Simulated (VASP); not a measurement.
Set up this calculation in VASP 6.6.1, as the native input.

* Task: single point
* Functional: PBEsol
* Potentials or basis: VASP PAW PBE potentials, release 64 (Lu)
* Cutoff: 520 eV
* k mesh: 9 × 9 × 5
* Occupations: fermi-dirac, width 0.05 eV
* Spin: no spin polarisation
* Dipole correction: no
* Further INCAR settings: ALGO = Normal; EDIFF = 1e-06; NBANDS = 32

The structure of Lu lies in POSCAR:

```
Lu
1.0
    3.5718056782      0.0000000000      0.0000000000
   -1.7859028391      3.0932744547      0.0000000000
    0.0000000000      0.0000000000      5.6597688160
Lu
2
Direct
    0.6666666667      0.3333333333      0.7500000000
    0.3333333333      0.6666666667      0.2500000000
```

One way to write it, as run:

INCAR

```
ALGO = Normal ; EDIFF = 1E-6
ENCUT = 520 ; GGA = PS
ISIF = 2 ; ISMEAR = -1
LASPH = True ; LCHARG = False
LREAL = False ; LWAVE = False
NBANDS = 32 ; NELM = 100
PREC = Accurate ; SIGMA = 0.05
```

KPOINTS

```
k-points
0
Gamma
  9 9 5
```

Potentials or basis: VASP PAW PBE potentials, release 64 (Lu).

Run with:

```console
$ cat potpaw_PBE.64/Lu/POTCAR > POTCAR
$ mpirun -np 1 vasp_std > vasp.out
```

It gave:

| Item | Value |
| --- | --- |
| Pressure | -5.0 GPa |
| Band gap on the k mesh | zero (bands 25 and 26 overlap by 1.31 eV) |

Caveat: the cell stands under tension; the PAW data sets were made with another functional, which shifts forces and pressure a little; spin-orbit coupling is left out, which moves the levels of the heavy elements.

Wall time 56 s on 1 thread of Intel(R) Xeon(R) Platinum 8488C (Sapphire Rapids) (shared host), peak memory 0.21 GiB.
